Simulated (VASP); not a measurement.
A run of VASP 6.6.1 is set up as follows.

INCAR

```
ALGO = Normal ; EDIFF = 1E-6
ENCUT = 600 ; GGA = PS
GGA_COMPAT = F ; ISIF = 2
ISMEAR = 0 ; LASPH = T
LCHARG = T ; LELF = T
LREAL = F ; LVHAR = T
LWAVE = F ; NBANDS = 11
NELM = 120 ; PREC = Accurate
SIGMA = 0.1
```

File KPOINTS:

```
k-points
0
Gamma
  2 2 2
```

POSCAR

```
AlN
1.0
    0.0000000000      2.0345180000      2.0345180000
    2.0345180000      0.0000000000      2.0345180000
    2.0345180000      2.0345180000      0.0000000000
Al N
1 1
Direct
    0.5000000000      0.5000000000      0.5000000000
    0.0000000000      0.0000000000      0.0000000000
```

Potentials or basis: VASP PAW PBE potentials, release 64 (Al, N).

Command:

```sh
$ cat potpaw_PBE.64/Al/POTCAR potpaw_PBE.64/N/POTCAR > POTCAR
$ mpirun -np 1 vasp_std > vasp.out
```

**Question.** Estimate the band gap on the k mesh.

**Answer.** 3.73 eV, indirect (least direct gap 5.18 eV).

**Question.** What does it give for the pressure?

**Answer.** 1.7 GPa.

Caveat: the k points lie up to 1.34 Å⁻¹ apart; the PAW data sets were made with another functional, which shifts forces and pressure a little. A k mesh can miss the band edges.
